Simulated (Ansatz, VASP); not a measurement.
## One calculation of Sb2Pt, two programs

```xyz
6
Lattice="4.5032 0.0000 0.0000 0.0000 4.5032 0.0000 0.0000 0.0000 7.0746" Properties=species:S:1:pos:R:3 pbc="T T T"
Sb    0.0000    0.0000    0.0000
Sb    2.2516    2.2516    0.0000
Sb    0.0000    2.2516    2.8061
Sb    2.2516    0.0000    4.2685
Pt    0.0000    2.2516    5.4262
Pt    2.2516    0.0000    1.6483
```

Alike in both runs: functional PBE; k mesh 8 × 8 × 6; occupations gaussian, width 0.1 eV; no spin polarisation.

Ansatz relaxed the structure, and its values are those at the end. VASP's run is a single point on that final structure, the one shown.

```csv
,VASP,Ansatz
version,VASP 6.6.1,Ansatz 0.2.0
potentials or method,"VASP PAW PBE potentials, release 64 (Sb, Pt), cutoff 520 eV","scalar-relativistic, plane waves, PAW"
valence electrons in the cell,40,96
```

|  | VASP | Ansatz | Ansatz less VASP |
| --- | --- | --- | --- |
| gap on the k mesh at the Fermi level (eV) | none | none | - |
| pressure (GPa) | -0.2 | 0.0 | +0.27 |

A gap of «none» marks a metal or a gap that the smearing closes. VASP's potentials hold 40 valence electrons a cell and Ansatz's 96, so a difference there can come from the potentials and not from the codes.

Neither program's run includes spin-orbit coupling.
